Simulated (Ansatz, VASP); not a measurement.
## One calculation of ReS, two programs

The input INCAR:

```
SYSTEM = ReS
PREC = Accurate
ENCUT = 500
EDIFF = 1E-6
ISMEAR = 0
SIGMA = 0.1
LREAL = .False.
LASPH = .True.
NELM = 200
ALGO = Normal
ISIF = 2
LWAVE = .False.
LCHARG = .False.
ISPIN = 2
MAGMOM = 3.5 0
LORBIT = 11
LMAXMIX = 4
GGA = PE
NBANDS = 22
GGA_COMPAT = .False.
```

The input KPOINTS:

```
Automatic mesh
0
Gamma
  14 14 14
  0 0 0
```

POSCAR

```
ReS
1.0
    0.0000000000      2.2852400464      2.2852400464
    2.2852400464      0.0000000000      2.2852400464
    2.2852400464      2.2852400464      0.0000000000
Re S
1 1
Direct
    0.0000000000      0.0000000000      0.0000000000
    0.5000000000      0.5000000000      0.5000000000
```

Input for Ansatz:

```yaml
crystal:
  lattice:
    - [0.0, 2.2852400474, 2.2852400474]
    - [2.2852400474, 0.0, 2.2852400474]
    - [2.2852400474, 2.2852400474, 0.0]
  atoms:
    - { symbol: Re, position: [0.0, 0.0, 0.0], spin: 3.5 }
    - { symbol: S, position: [0.5, 0.5, 0.5] }
basis:
  ecutwfc: 420
kpoints:
  mp_grid: { grid: [14, 14, 14] }
hamiltonian:
  xc: pbe
scf:
  occupations: { method: gaussian, width: 0.1 }
output:
  forces: true
  stress: true
  eigenvalues: true
  populations: true
magnetization:
  spin_polarized: true
```

Alike in both runs: task single point; functional PBE; k mesh 14 × 14 × 14; occupations gaussian, width 0.1 eV; collinear spin.

```csv
,VASP,Ansatz
version,VASP 6.6.1,Ansatz 0.2.0
potentials or method,"VASP PAW PBE potentials, release 64 (Re_sv_GW, S), cutoff 500 eV","scalar-relativistic, plane waves, PAW"
valence electrons in the cell,21,21
```

|  | VASP | Ansatz | Ansatz less VASP |
| --- | --- | --- | --- |
| gap on the k mesh at the Fermi level (eV) | none | none | - |
| net moment per atom (μB) | 0.00 | 0.00 | 0.000 |

A gap of «none» marks a metal or a gap that the smearing closes. With one functional, cell and mesh, what is left measures potentials, basis and numerics. Ansatz's warnings: seeded moment not kept.

Spin-orbit coupling is off throughout.
